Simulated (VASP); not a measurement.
**TePb: relaxation of cell and atoms with r2SCAN**

TePb:

```
Te Pb
1.0
     4.56932    0.00000    0.00000
     2.28466    3.95715    0.00000
     2.28466    1.31905    3.73084
Te Pb
1 1
Direct
  0.50000 0.50000 0.50000
  0.00000 0.00000 0.00000
```

```yaml
Program: VASP 6.6.1
Task: relaxation of cell and atoms
Functional: r2SCAN
Potentials_or_basis: VASP PAW PBE potentials, release 64 (Te, Pb_d)
Cutoff: 600 eV
k_mesh: 4 × 4 × 4
Occupations: fermi-dirac, width 0.01 eV
Spin: no spin polarisation
Target_pressure: 6 GPa
Dipole_correction: no
Further_INCAR_settings: ALGO = Normal; EDIFF = 1e-07; IBRION = 2; EDIFFG = -0.05; NSW = 80; ISIF = 3
```

| Item | Value |
| --- | --- |
| Relaxed volume | 31.31 Å³/atom |
| Relaxed cell | a = 4.457 Å, b = 4.457 Å, c = 4.457 Å, α = 60.00°, β = 60.00°, γ = 60.00° |
| Space group after relaxing (to 0.1 Å) | Fm-3m (No. 225) |
| Energy change on relaxing (the run minimises the enthalpy) | +55.0 meV/atom |
| Ionic steps | 3 |
| Pressure after relaxing | 6.0 GPa |
| Band gap on the k mesh | 0.83 eV |

Step by step:
```csv
step,energy change (eV),largest force (eV/Å),pressure (GPa),volume (Å³)
1,0.0000,0.0000,1.61,67.46
2,0.3050,0.0000,10.78,58.83
3,0.1101,0.0000,5.96,62.62
```

Final structure:
```yaml
crystal:
  lattice:
    - [4.45730, 0.00000, 0.00000]
    - [2.22865, 3.86013, 0.00000]
    - [2.22865, 1.28671, 3.63937]
  atoms:
    - { symbol: Te, position: [0.50000, 0.50000, 0.50000] }
    - { symbol: Pb, position: [0.00000, 0.00000, 0.00000] }
```

Levels at points of the mesh, in eV from the valence-band top:
| k point | band 6 | band 7 | band 8 | band 9 | band 10 | band 11 | band 12 | band 13 | band 14 |
| --- | --- | --- | --- | --- | --- | --- | --- | --- | --- |
| (0.00, 0.00, 0.00) | -13.25 | -5.46 | -1.86 | -1.86 | -1.86 | 4.38 | 4.38 | 4.38 | 5.94 |
| (0.50, 0.00, 0.00) | -11.53 | -9.40 | -1.32 | -1.32 | 0.00 | 0.83 | 1.15 | 1.15 | 9.01 |
| (0.50, 0.50, 0.00) | -11.16 | -7.68 | -5.38 | -3.49 | -3.49 | 3.20 | 6.07 | 6.07 | 7.60 |

Run time: 5.7 min on 1 thread of AMD EPYC 7R13, on a shared host, peak memory 0.23 GiB.

Caveat: the k points lie up to 0.43 Å⁻¹ apart in the final cell; the cell is relaxed towards a set pressure, so the run minimises the enthalpy, not the energy; the PAW data sets were made with another functional, which shifts forces and pressure a little; spin-orbit coupling is left out, which moves the levels of the heavy elements. A k mesh can miss the band edges.
